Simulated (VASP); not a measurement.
PbS, 2 atoms in the cell. It takes space group P-6m2 (No. 187, hexagonal). The conventional cell has a = 4.009 Å, b = 4.009 Å, c = 3.781 Å, α = 90.00°, β = 90.00°, γ = 120.00°. Within 4.1 Å of Pb (site symmetry -6m2) lie 6 S at 2.99 Å and 8 Pb at 3.78 to 4.01 Å. Within 4.1 Å of S (site symmetry -6m2) lie 6 Pb at 2.99 Å and 8 S at 3.78 to 4.01 Å. 

```yaml
Program: VASP 6.6.1
Task: single point
Functional: revPBE
Dispersion: D4
Potentials_or_basis: VASP PAW PBE potentials, release 64 (Pb_d, S)
Cutoff: 520 eV
k_mesh: 8 × 8 × 7
Occupations: fermi-dirac, width 0.05 eV
Spin: no spin polarisation
Dipole_correction: no
Further_INCAR_settings: ALGO = Normal; EDIFF = 1e-06; NBANDS = 17
```

Potentials or basis: VASP PAW PBE potentials, release 64 (Pb_d, S).

The run is started by

```console
$ cat potpaw_PBE.64/Pb_d/POTCAR potpaw_PBE.64/S/POTCAR > POTCAR
$ mpirun -np 1 vasp_std > vasp.out
```

Hardware: 1 thread of Intel Xeon 8259CL, with other jobs on the host.

Task: Estimate the wall time of this run.

Result: Run time: 45 s on 1 thread of Intel Xeon 8259CL, with other jobs on the host, peak memory 0.18 GiB. Counts: scf iterations 13, k points 40.
